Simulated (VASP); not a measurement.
C: single point with PBE

C:

```
C
1.0
    -2.17070    0.00000   -2.17070
    -2.17070   -2.17070    0.00000
    -4.34141    2.17070    2.17070
C
6
Direct
  0.62500 0.62500 0.12500
  0.12500 0.12500 0.62500
  0.87500 0.87500 0.37500
  0.37500 0.37500 0.87500
  0.00000 0.00000 0.00000
  0.50000 0.50000 0.50000
```

```json
{
 "Program": "VASP 6.6.1",
 "Task": "single point",
 "Functional": "PBE",
 "Potentials or basis": "VASP PAW PBE potentials, release 64 (C)",
 "Cutoff": "600 eV",
 "k mesh": "12 × 12 × 12",
 "Occupations": "gaussian, width 0.2 eV",
 "Spin": "no spin polarisation"
}
```

The pressure is 0.1 GPa and the band gap on the k mesh is zero (band 12 reaches 10.42 eV, above the bottom of band 13 at 6.17 eV).

Levels at points of the mesh, in eV from the Fermi level:
```
           k point  band 8  band 9  band 10  band 11  band 12  band 13  band 14  band 15  band 16  band 17
(0.00, 0.00, 0.00)   -3.19   -3.19    -2.98    -2.98    -2.98    -2.78    -1.61    -1.61     0.85     0.94
(0.50, 0.00, 0.00)   -7.74   -4.71    -4.71     1.07     1.07     1.81     1.81     1.94     1.94     4.31
(0.50, 0.50, 0.00)   -5.74   -5.74    -3.96    -1.61    -1.61    -1.45     0.94     4.66     4.66     6.26
(0.00, 0.00, 0.50)   -5.08   -3.55    -3.55    -1.38    -1.38    -1.38    -1.38     0.58     0.58     3.74
```

It took 77 s on 1 thread of Intel(R) Xeon(R) 6975P-C (Granite Rapids), on a shared host, peak memory 0.26 GiB.
